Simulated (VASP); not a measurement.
Wanted: the native input for a VASP 6.6.1 run.

* Task: relaxation of cell and atoms
* Functional: PBE
* Potentials or basis: VASP PAW PBE potentials, release 64 (Ti_sv, Si, Ir)
* Cutoff: 500 eV
* k mesh: 10 × 10 × 6
* Occupations: gaussian, width 0.1 eV
* Spin: no spin polarisation
* Dipole correction: no
* Further INCAR settings: ALGO = Normal; EDIFF = 1e-07; IBRION = 2; EDIFFG = -0.01; NSW = 100; ISIF = 3

The structure of TiSi4Ir lies in POSCAR:

```
TiSi4Ir
1.0
    3.6067941309      0.0000000000      0.0000000000
    0.0000000000      3.6067941309      0.0000000000
    0.0000000000      0.0000000000      7.2930222395
Ti Si Ir
1 4 1
Direct
    0.0000000000      0.0000000000      0.0000000000
    0.5000000000      0.0000000000      0.7373609698
    0.0000000000      0.5000000000      0.2626390302
    0.5000000000      0.0000000000      0.2626390302
    0.0000000000      0.5000000000      0.7373609698
    0.5000000000      0.5000000000      0.5000000000
```

The cell was generated, and may not be a known phase.

One way to write it, as run:

INCAR

```
PREC     = Accurate       # precision mode
ENCUT    = 500            # plane-wave cutoff, eV
EDIFF    = 1E-7           # SCF threshold, eV
ISMEAR   = 0              # smearing method
SIGMA    = 0.1            # smearing width, eV
LREAL    = False          # projectors in reciprocal space
LASPH    = True           # aspherical terms in the spheres
NELM     = 120            # most SCF steps
ALGO     = Normal         # electronic algorithm
ISIF     = 3              # what is computed and relaxed
LWAVE    = False          # write WAVECAR
LCHARG   = False          # write CHGCAR
GGA      = PE             # functional
IBRION   = 2              # ionic algorithm
NSW      = 100            # ionic steps
EDIFFG   = -0.01          # ionic threshold
GGA_COMPAT= False        
NELMIN   = 4
```

KPOINTS

```
Automatic mesh
0
Gamma
  10 10 6
```

Potentials or basis: VASP PAW PBE potentials, release 64 (Ti_sv, Si, Ir).

Launch:

```sh
$ cat potpaw_PBE.64/Ti_sv/POTCAR potpaw_PBE.64/Si/POTCAR potpaw_PBE.64/Ir/POTCAR > POTCAR
$ mpirun -np 1 vasp_std > vasp.out
```

Results of the run:

```yaml
Relaxed_volume: 15.82 Å³/atom
Relaxed_cell: a = 3.612 Å, b = 3.612 Å, c = 7.272 Å, α = 90.00°, β = 90.00°, γ = 90.00°
Space_group_after_relaxing_to_0.1_Å: P4/mmm (No. 123)
Energy_gained_by_relaxing: 0.2 meV/atom
Ionic_steps: 4
Pressure_after_relaxing: 0.0 GPa
Largest_force_after_relaxing: 0.009 eV/Å
Band_gap_on_the_k_mesh: zero (an odd number of electrons rules out a gap without spin polarisation)
```

Caveat: spin-orbit coupling is left out, which moves the levels of the heavy elements; an odd number of electrons without spin polarisation forces a metal; a magnetic or distorted state may lie lower.

It took 5 min on 1 thread of AMD EPYC 9R45 (Zen 5), on a shared host, peak memory 0.31 GiB.
